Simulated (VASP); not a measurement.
A run of VASP 6.6.1:

Contents of POSCAR:

```
Ag
1.0
    2.9300000000      0.0000000000      0.0000000000
   -1.4650000000      2.5374544331      0.0000000000
    0.0000000000      0.0000000000      4.7900000000
Ag
2
Direct
    0.6666666667      0.3333333333      0.7500000000
    0.3333333333      0.6666666667      0.2500000000
```

File INCAR.step1:

```
SYSTEM = Ag
ALGO = Normal
EDIFF = 1E-4
ENCUT = 520
GGA = PE
ISMEAR = -1
LASPH = .TRUE.
LCHARG = .FALSE.
LREAL = .FALSE.
LWAVE = .TRUE.
NBANDS = 18
NELM = 60
PREC = Accurate
SIGMA = 0.05
```

File INCAR.step2:

```
SYSTEM = Ag
ALGO = Normal
EDIFF = 1E-6
ENCUT = 520
ISIF = 2
ISMEAR = -1
ISTART = 1
LASPH = .TRUE.
LCHARG = .TRUE.
LELF = .TRUE.
LMIXTAU = .TRUE.
LREAL = .FALSE.
LVHAR = .TRUE.
LWAVE = .FALSE.
METAGGA = R2SCAN
NBANDS = 18
NELM = 60
PREC = Accurate
SIGMA = 0.05
```

KPOINTS

```
k-points
0
G
  10 10 6
  0 0 0
```

Potentials or basis: VASP PAW PBE potentials, release 64 (Ag).

Launch:

```sh
$ cat potpaw_PBE.64/Ag/POTCAR > POTCAR
$ cp INCAR.step1 INCAR
$ mpirun -np 1 vasp_std > vasp.out
$ cp INCAR.step2 INCAR
$ mpirun -np 1 vasp_std > vasp.out
```

Hardware: 1 thread of Intel(R) Xeon(R) Platinum 8375C CPU @ 2.90GHz (Ice Lake), with other jobs on the host.

Problem. How long does it take, and how much memory?

Solution. Wall time 110 s on 1 thread of Intel(R) Xeon(R) Platinum 8375C CPU @ 2.90GHz (Ice Lake) (shared host), peak memory 0.17 GiB. Counts: k points 56.
